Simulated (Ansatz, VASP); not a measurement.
# Two plane-wave programs on SrO

```
Sr O
1.0
     4.27547    0.00000    0.00000
    -2.13773    3.70266    0.00000
     0.00000    0.00000    5.15559
Sr O
2 2
Cartesian
  0.0000 2.4684 4.8366
  2.1377 1.2342 2.2588
  0.0000 2.4684 2.2523
  2.1377 1.2342 4.8301
```

Alike in both runs: task single point; functional PBEsol; k mesh 5 × 5 × 4; non-collinear spin, spin-orbit coupling.

|  | VASP | Ansatz |
| --- | --- | --- |
| version | VASP 6.6.1 | Ansatz 0.2.0 |
| potentials or method | VASP PAW PBE potentials, release 64 (Sr_sv, O) | plane waves, PAW |
| plane-wave cutoff (eV) | 520 | 420 |
| occupations | gaussian, width 0.01 eV | fixed |
| valence electrons in the cell | 32 | 32 |

|  | VASP | Ansatz | Ansatz less VASP |
| --- | --- | --- | --- |
| net moment per atom (μB) | 0.00 | 0.00 | 0.000 |

VASP's potentials were made for PBE, not for PBEsol.
